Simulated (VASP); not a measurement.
# Ba2H (P3_221) in VASP: a series of runs

Runs on Ba2H. Level: PBE. Tasks: single point.

All numbers are computed with VASP 6.6.1; they aren't measurements. Logs are shortened: lines on timing, memory, paths and dates and some standing lists are left out, and cuts for length are marked.

## (1) The cell of the first run

Symmetry: P3_221, No. 154, trigonal system. Conventional cell: a = 6.854 Å, b = 6.854 Å, c = 7.539 Å, α = 90.00°, β = 90.00°, γ = 120.00°. Within 2.4 Å of Ba (site symmetry 1) lie 1 H at 1.82 Å. H (site symmetry 2) has 2 Ba at 1.82 Å within 2.4 Å.

## (2) Single point, PBE

The input, INCAR:

```
SYSTEM = Ba2H
PREC = Accurate
ENCUT = 520
EDIFF = 1E-7
ISMEAR = 0
SIGMA = 0.1
LREAL = .False.
LASPH = .True.
NELM = 80
ALGO = Normal
ISIF = 2
LWAVE = .False.
LCHARG = .True.
GGA = PE
LELF = .True.
LVHAR = .True.
NBANDS = 42
```

The input, KPOINTS:

```
regular mesh
0
Gamma
  3 3 4
  0 0 0
```

The input, POSCAR:

```
Ba2H
1.0
    6.8535063044      0.0000000000      0.0000000000
   -3.4267531521      5.9353105645      0.0000000000
    0.0000000000      0.0000000000      7.5392541995
Ba H
6 3
Direct
    0.4169000000      0.2659000000      0.1196000000
    0.7341000000      0.1510000000      0.7862666667
    0.8490000000      0.5831000000      0.4529333333
    0.2659000000      0.4169000000      0.8804000000
    0.1510000000      0.7341000000      0.2137333333
    0.5831000000      0.8490000000      0.5470666667
    0.4687000000      0.0000000000      0.6666666667
    0.0000000000      0.4687000000      0.3333333333
    0.5313000000      0.5313000000      0.0000000000
```

Potentials or basis: VASP PAW PBE potentials, release 64 (Ba_sv, H).

On the command line:

```console
cat potpaw_PBE.64/Ba_sv/POTCAR potpaw_PBE.64/H/POTCAR > POTCAR
mpirun -np 1 vasp_std > vasp.out
```

OUTCAR:

```text
SYSTEM = Ba2H
   PREC = Accurate
   ENCUT = 520
   EDIFF = 1E-7
   ISMEAR = 0
   LREAL = .False.
   LASPH = .True.
   NELM = 80
   ISIF = 2
   GGA = PE

 ion  position               nearest neighbor table
   1  0.417  0.266  0.120-   9 1.82   4 2.54   5 3.24   2 3.66   3 3.66   5 4.47   5 4.47
   2  0.734  0.151  0.786-   7 1.82   6 2.54   4 3.24   1 3.66   3 3.66   4 4.47   4 4.47
   3  0.849  0.583  0.453-   8 1.82   5 2.54   6 3.24   1 3.66   2 3.66   6 4.47   6 4.47
   4  0.266  0.417  0.880-   9 1.82   1 2.54   2 3.24   5 3.66   6 3.66   2 4.47   2 4.47
   5  0.151  0.734  0.214-   8 1.82   3 2.54   1 3.24   4 3.66   6 3.66   1 4.47   1 4.47
   6  0.583  0.849  0.547-   7 1.82   2 2.54   3 3.24   4 3.66   5 3.66   3 4.47   3 4.47
   7  0.469  0.000  0.667-   6 1.82   2 1.82
   8  0.000  0.469  0.333-   5 1.82   3 1.82
   9  0.531  0.531  0.000-   1 1.82   4 1.82

  LATTYP: Found a hexagonal cell.
 ALAT       =     6.8535063044
 C/A-ratio  =     1.1000579652

  Lattice vectors:

 A1 = (   6.8535063044,   0.0000000000,   0.0000000000)
 A2 = (  -3.4267531521,   5.9353105645,   0.0000000000)
 A3 = (   0.0000000000,   0.0000000000,   7.5392541995)

Analysis of symmetry for initial positions (statically):
=====================================================================
 Subroutine PRICEL returns:
 Original cell was already a primitive cell.

 Routine SETGRP: Setting up the symmetry group for a
 hexagonal supercell.

 Subroutine GETGRP returns: Found  6 space group operations
 (whereof  2 operations were pure point group operations)
 out of a pool of 24 trial point group operations.

The static configuration has the point symmetry C_2 .
 The point group associated with its full space group is D_3 .

Analysis of symmetry for dynamics (positions and initial velocities):
=====================================================================
 Subroutine PRICEL returns:
 Original cell was already a primitive cell.

 Routine SETGRP: Setting up the symmetry group for a
 hexagonal supercell.

 Subroutine GETGRP returns: Found  6 space group operations
 (whereof  2 operations were pure point group operations)
 out of a pool of 24 trial point group operations.

The dynamic configuration has the point symmetry C_2 .
 The point group associated with its full space group is D_3 .

 Subroutine INISYM returns: Found  6 space group operations
 (whereof  2 operations are pure point group operations),
 and found     1 'primitive' translations
[... 100 lines left out ...]
   ISIF   =      2    stress and relaxation
   ISYM   =      2    0-nonsym 1-usesym 2-fastsym
   POTIM  = 0.5000    time-step for ionic-motion
   TEBEG  =    0.0;   TEEND  =   0.0 temperature during run
   PSTRESS=    0.0 pullay stress
   NELECT =      63.0000    total number of electrons
   NUPDOWN=      -1.0000    fix difference up-down
   EMIN   =  10.00;   EMAX   =-10.00  energy-range for DOS
   EFERMI =   0.00;   METHOD = LEGACY
   ISMEAR =     0;   SIGMA  =   0.10  broadening in eV -4-tet -1-fermi 0-gaus
   EFERMI_NEDOS =   21; number of points for ismear=-14 and -15
   IALGO  =     38    algorithm
   IMIX   =      4    mixing-type and parameters
     AMIX     =   0.40;   BMIX     =  1.00
     AMIX_MAG =   1.60;   BMIX_MAG =  1.00
  volume/ion in A,a.u.               =      34.08       229.95
  Fermi-wavevector in a.u.,A,eV,Ry     =   0.965962  1.825404 12.695364  0.933083
  Thomas-Fermi vector in A             =   2.095723
   LORBIT       =      0    0 simple, 1 ext, 2 COOP (PROOUT), +10 PAW based schemes
   GGA     = PE    functional components
   LHFCALC =     F    Hartree Fock is set to
   AEXX    =    0.0000 exact exchange contribution
   IVDW    =     0    specifies the selected vdW correction
   LEPSILON=     F    determine dielectric tensor
   LRPA    =     F    only Hartree local field effects (RPA)
 non-spin polarized calculation
 Gauss-broadening in eV      SIGMA  =   0.10
  energy-cutoff  :      520.00
  volume of cell :      306.68
 maximum number of plane-waves:      8308
 NGX is ok and might be reduce to    54
   NGX = 25   NGY = 25   NGZ = 29

 number of electron      62.9999999 magnetization

 Free energy of the ion-electron system (eV)
  ---------------------------------------------------
  ext. energy  EPLUGINS =         0.00000000
  ---------------------------------------------------
  free energy    TOTEN  =        -5.11204204 eV

  energy without entropy =       -5.07021272  energy(sigma->0) =       -5.09112738

 E-fermi :   1.9716     XC(G=0):  -7.8882

 val. band max:        1.9473986753   @ k =   0.3333   0.0000   0.0000
 cond. band min:       2.0189274899   @ k =   0.3333   0.3333   0.2500
 fundamental gap:      0.0715288146
 Fermi energy:         1.9715763171

 k-point     1 :       0.0000    0.0000    0.0000
  band No.  band energies     occupation
      1     -27.5718      2.00000
      2     -27.3601      2.00000
      3     -27.3601      2.00000
      4     -25.7210      2.00000
      5     -25.7210      2.00000
      6     -25.6400      2.00000
[... 439 lines left out ...]
     41       4.2180      0.00000
     42       4.3686      0.00000

------------------------ aborting loop because EDIFF is reached ----------------------------------------

  FORCE on cell =-STRESS in cart. coord.  units (eV):
  Direction    XX          YY          ZZ          XY          YZ          ZX
  --------------------------------------------------------------------------------------
  -------------------------------------------------------------------------------------
  Total       32.8584481     32.8584481     39.7350153      0.0000000     -0.0000000     -0.0000000
  in kB      171.6615298    171.6615298    207.5865996      0.0000000     -0.0000000     -0.0000000
  external PRESSURE =     183.6365531 kB  Pullay stress =       0.0000000 kB

 VOLUME and BASIS-vectors are now :
 -----------------------------------------------------------------------------
  energy-cutoff  :      520.00
  volume of cell :      306.68
      direct lattice vectors                 reciprocal lattice vectors
     6.853506304  0.000000000  0.000000000     0.145910714  0.084241590  0.000000000
    -3.426753152  5.935310564  0.000000000     0.000000000  0.168483180  0.000000000
     0.000000000  0.000000000  7.539254200     0.000000000  0.000000000  0.132639114

 POSITION                                       TOTAL-FORCE (eV/Angst)
 -----------------------------------------------------------------------------------
      1.94605      1.57820      0.90169         4.847567     -5.024436      7.522870
      4.51372      0.89623      5.92786         1.927506      6.710334      7.522870
      3.82049      3.46088      3.41478        -6.775073     -1.685898      7.522870
      0.39373      2.47443      6.63756        -6.775073      1.685898     -7.522870
     -1.48070      4.35711      1.61139         4.847567      5.024436     -7.522870
      1.08697      5.03908      4.12447         1.927506     -6.710334     -7.522870
      3.21224      0.00000      5.02617        -5.020987     -0.000000     -0.000000
     -1.60612      2.78188      2.51308         2.510493     -4.348302     -0.000000
      1.82063      3.15343      0.00000         2.510493      4.348302     -0.000000
 -----------------------------------------------------------------------------------
    total drift:                               -0.000002     -0.000003     -0.000000

  FREE ENERGIE OF THE ION-ELECTRON SYSTEM (eV)
  ---------------------------------------------------
  free  energy   TOTEN  =        -5.1120420364 eV

  energy  without entropy=       -5.0702127154  energy(sigma->0) =       -5.09112738
```

stdout:

```text
POSCAR found type information on POSCAR BaH
 POSCAR found :  2 types and       9 ions
 scaLAPACK will be used
 LDA part: xc-table for (Slater+PW92), standard interpolation
 POSCAR, INCAR and KPOINTS ok, starting setup
 FFT: planning ... GRIDC
 FFT: planning ... GRID_SOFT
 FFT: planning ... GRID
 WAVECAR not read
 entering main loop
```

Run time: 5.1 min. Hardware: 1 thread of AMD EPYC 9755, shared host; peak memory 0.41 GiB.

Results:

```
Free energy            : -5.1120 eV
Pressure               : 18.4 GPa
Largest force          : 10.263 eV/Å
Band gap on the k mesh : zero (an odd number of electrons rules out a gap without spin polarisation)
```

Forces in eV/Å, atoms in the order of the input:
```
Ba   4.848 -5.024  7.523
Ba   1.928  6.710  7.523
Ba  -6.775 -1.686  7.523
Ba  -6.775  1.686 -7.523
Ba   4.848  5.024 -7.523
Ba   1.928 -6.710 -7.523
H   -5.021  0.000  0.000
H    2.510 -4.348  0.000
H    2.510  4.348  0.000
```

Stress tensor (GPa, compression positive):
```
17.17  0.00  0.00
 0.00 17.17  0.00
 0.00  0.00 20.76
```

Levels at points of the mesh, in eV from the Fermi level:
| k point | band 28 | band 29 | band 30 | band 31 | band 32 | band 33 | band 34 | band 35 |
| --- | --- | --- | --- | --- | --- | --- | --- | --- |
| (0.00, 0.00, 0.00) | -1.59 | -0.35 | -0.35 | -0.22 | 0.11 | 0.11 | 0.64 | 0.81 |
| (0.00, 0.00, 0.50) | -0.98 | -0.98 | -0.77 | -0.31 | -0.31 | 0.26 | 0.84 | 0.84 |

Caveat: the cell stands under pressure; spin-orbit coupling is left out, which moves the levels of the heavy elements; forces of over 1 eV/Å act on the atoms, so gaps and moduli don't describe the material at rest.

## (3) Single point, PBE

This run uses another cell than the first one, of 42.68 Å³/atom.

The input, INCAR:

```
SYSTEM = Ba2H
ALGO     = Normal         ! electronic algorithm
EDIFF    = 1E-6           ! SCF threshold, eV
ENCUT    = 520            ! plane-wave cutoff, eV
GGA      = PE             ! functional
ISIF     = 2              ! what is computed and relaxed
ISMEAR   = 0              ! smearing method
LASPH    = .TRUE.         ! aspherical terms in the spheres
LCHARG   = .TRUE.         ! write CHGCAR
LELF     = .TRUE.         ! ELF
LREAL    = .FALSE.        ! projectors in reciprocal space
LVHAR    = .TRUE.       
LWAVE    = .FALSE.        ! write WAVECAR
NBANDS   = 42             ! bands
NELM     = 60             ! most SCF steps
PREC     = Accurate       ! precision mode
SIGMA    = 0.1            ! smearing width, eV
```

The input, KPOINTS:

```
k-points
0
G
  3 3 2
  0 0 0
```

The input, POSCAR:

```
Ba2H
1.0
    7.1526402180     -0.0000000001      0.0000000000
   -3.5763201090      6.1943681330      0.0000000000
    0.0000000000      0.0000000000      8.6688455768
Ba H
6 3
Direct
    0.3056450426      0.3599009367      0.2365509330
    0.6400990633     -0.0542558940      0.9032175997
    1.0542558940      0.6943549574      0.5698842664
    0.3599009367      0.3056450426      0.7634490670
   -0.0542558940      0.6400990633      0.0967824003
    0.6943549574      1.0542558940      0.4301157336
    0.4382907594      0.0000000000      0.6666666667
    0.0000000000      0.4382907594      0.3333333333
    0.5617092406      0.5617092406      0.0000000000
```

Potentials or basis: VASP PAW PBE potentials, release 64 (Ba_sv, H).

On the command line:

```console
cat potpaw_PBE.64/Ba_sv/POTCAR potpaw_PBE.64/H/POTCAR > POTCAR
mpirun -np 1 vasp_std > vasp.out
```

It took 2.5 min on 1 thread of AMD EPYC 9755, shared host; peak memory 0.44 GiB.

It converged, with:

| Item | Value |
| --- | --- |
| Free energy | -23.3880 eV |
| Pressure | 0.2 GPa |
| Largest force | 0.071 eV/Å |
| Band gap on the k mesh | zero (an odd number of electrons rules out a gap without spin polarisation) |

Forces on the atoms (eV/Å):
```
Ba   0.048 -0.024  0.047
Ba  -0.003  0.053  0.047
Ba  -0.044 -0.029  0.047
Ba  -0.044  0.029 -0.047
Ba   0.048  0.024 -0.047
Ba  -0.003 -0.053 -0.047
H   -0.009  0.000  0.000
H    0.004 -0.007  0.000
H    0.004  0.007  0.000
```

Stress tensor (GPa, compression positive):
```
0.12 0.00 0.00
0.00 0.12 0.00
0.00 0.00 0.23
```

Levels at points of the mesh, in eV from the Fermi level:
| k point | band 28 | band 29 | band 30 | band 31 | band 32 | band 33 | band 34 | band 35 |
| --- | --- | --- | --- | --- | --- | --- | --- | --- |
| (0.00, 0.00, 0.00) | -1.49 | -0.50 | -0.50 | -0.10 | -0.10 | 0.25 | 0.25 | 0.43 |
| (0.00, 0.00, 0.50) | -1.28 | -1.28 | -0.24 | 0.16 | 0.16 | 0.26 | 0.33 | 0.46 |

Caveat: the k points lie up to 0.36 Å⁻¹ apart, too coarse for converged energies and pressures of a metal; spin-orbit coupling is left out, which moves the levels of the heavy elements.

## (4) Single point, PBE

This run uses another cell than the first one, of 42.53 Å³/atom.

The input, INCAR:

```
ALGO = Normal
EDIFF = 1E-6
ENCUT = 520
GGA = PE
ISIF = 2
ISMEAR = 0
LASPH = True
LCHARG = False
LREAL = False
LWAVE = False
NBANDS = 42
NELM = 100
PREC = Accurate
SIGMA = 0.1
```

The input, KPOINTS:

```
k-points
0
Gamma
  6 6 6
```

The input, POSCAR:

```
Ba2H
1.0
    7.1415584168      0.0000000000      0.0000000000
   -3.5707792084      6.1847710116      0.0000000000
    0.0000000000      0.0000000000      8.6663355795
Ba H
6 3
Direct
    0.3071904250      0.3593240269      0.2379013654
    0.6406759731      0.9478663982      0.9045680321
    0.0521336018      0.6928095750      0.5712346988
    0.3593240269      0.3071904250      0.7620986346
    0.9478663982      0.6406759731      0.0954319679
    0.6928095750      0.0521336018      0.4287653012
    0.4375353869      0.0000000000      0.6666666667
    0.0000000000      0.4375353869      0.3333333333
    0.5624646131      0.5624646131      0.0000000000
```

On the command line:

```console
cat potpaw_PBE.64/Ba_sv/POTCAR potpaw_PBE.64/H/POTCAR > POTCAR
mpirun -np 1 vasp_std > vasp.out
```

Wall time 18 min (1 thread of AMD EPYC 9755, shared host); peak memory 0.66 GiB.

Results (log left out):

```
Free energy            : -23.3320 eV
Pressure               : 0.2 GPa
Largest force          : 0.033 eV/Å
Band gap on the k mesh : zero (an odd number of electrons rules out a gap without spin polarisation)
```

Forces in eV/Å, atoms in the order of the input:
```
Ba   0.017 -0.022  0.018
Ba   0.010  0.026  0.018
Ba  -0.028 -0.004  0.018
Ba  -0.028  0.004 -0.018
Ba   0.017  0.022 -0.018
Ba   0.010 -0.026 -0.018
H   -0.007  0.000  0.000
H    0.004 -0.006  0.000
H    0.004  0.006  0.000
```

Levels at points of the mesh, in eV from the Fermi level:
```tsv
k point	band 29	band 30	band 31	band 32	band 33	band 34
(0.00, 0.00, 0.00)	-0.45	-0.45	-0.06	-0.06	0.29	0.29
(0.50, 0.00, 0.00)	-1.00	-0.52	-0.24	0.03	0.36	0.57
(0.00, 0.00, 0.50)	-1.23	-0.19	0.20	0.20	0.30	0.39
(0.50, 0.00, 0.50)	-0.71	-0.59	-0.47	0.03	0.32	0.57
```

Caveat: spin-orbit coupling is left out, which moves the levels of the heavy elements.

## (5) Overview

```csv
cell,k mesh,gap on the mesh (eV),pressure (GPa),largest force (eV/Å)
"a = 6.854, b = 6.854, c = 7.539 Å, angles 90.0, 90.0, 120.0°, 9 atoms, atomic positions A",3 × 3 × 4,none,18.4,10.26
"a = 7.153, b = 7.153, c = 8.669 Å, angles 90.0, 90.0, 120.0°, 9 atoms, atomic positions B",3 × 3 × 2,none,0.2,0.07
"a = 7.142, b = 7.142, c = 8.666 Å, angles 90.0, 90.0, 120.0°, 9 atoms, atomic positions C",6 × 6 × 6,none,0.2,0.03
```

Alike in all rows: task single point; level PBE; potentials or basis VASP PAW PBE potentials, release 64 (Ba_sv, H); no spin polarisation; cutoff (eV) 520; smearing gaussian 0.1 eV.

Caveats: some runs use coarse meshes; spin-orbit coupling is left out, which moves the levels of the heavy elements; the cell stands under pressure (at least some runs); forces of over 1 eV/Å act on the atoms, so gaps and moduli don't describe the material at rest (at least some runs).

Absolute energies hang on the potentials; compare differences alone.

The gap in the log of VASP goes by the Fermi energy; the results here count the filled bands.